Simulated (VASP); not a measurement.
Write the native input for VASP 6.6.1 that does the following.

```
Task                   : single point
Functional             : PBE
Potentials or basis    : VASP PAW PBE potentials, release 64 (Ba_sv, Ti_sv, O)
Cutoff                 : 520 eV
k mesh                 : 8 × 8 × 8
Occupations            : gaussian, width 0.05 eV
Spin                   : no spin polarisation
Dipole correction      : no
Further INCAR settings : ALGO = Normal; EDIFF = 1e-06; NBANDS = 28
```

The structure of BaTiO3 lies in POSCAR:

```
BaTiO3
1.0
    4.0192501416      0.0000000000      0.0000000000
    0.0000000000      4.0192501416      0.0000000000
    0.0000000000      0.0000000000      3.9589613895
Ba Ti O
1 1 3
Direct
    0.5000000000      0.5000000000      0.5000000000
    0.0000000000      0.0000000000      0.0000000000
    0.5000000000      0.0000000000      0.0000000000
    0.0000000000      0.5000000000      0.0000000000
    0.0000000000      0.0000000000      0.5000000000
```

This cell differs from its parent crystal: strain -0.0150 x Voigt [0, 0, 1, 0, 0, 0].

The input as run:

INCAR

```
  PREC = Accurate
  ENCUT = 520
  EDIFF = 1E-6
  ISMEAR = 0
  SIGMA = 0.05
  LREAL = False
  LASPH = True
  NELM = 100
  ALGO = Normal
  ISIF = 2
  LWAVE = False
  LCHARG = False
  GGA = PE
  NBANDS = 28
```

KPOINTS

```
regular mesh
0
Gamma
  8 8 8
```

Potentials or basis: VASP PAW PBE potentials, release 64 (Ba_sv, Ti_sv, O).

Command:

```sh
$ cat potpaw_PBE.64/Ba_sv/POTCAR potpaw_PBE.64/Ti_sv/POTCAR potpaw_PBE.64/O/POTCAR > POTCAR
$ mpirun -np 1 vasp_std > vasp.out
```

It gave:

- Pressure: 4.4 GPa
- Band gap on the k mesh: 1.72 eV, indirect (least direct gap 1.86 eV)

Caveat: the cell differs from its parent crystal (strain -0.0150 x Voigt [0, 0, 1, 0, 0, 0]); spin-orbit coupling is left out, which moves the levels of the heavy elements.

Wall time 55 s on 1 thread of Intel(R) Xeon(R) 6975P-C (Granite Rapids), on a shared host, peak memory 0.26 GiB.
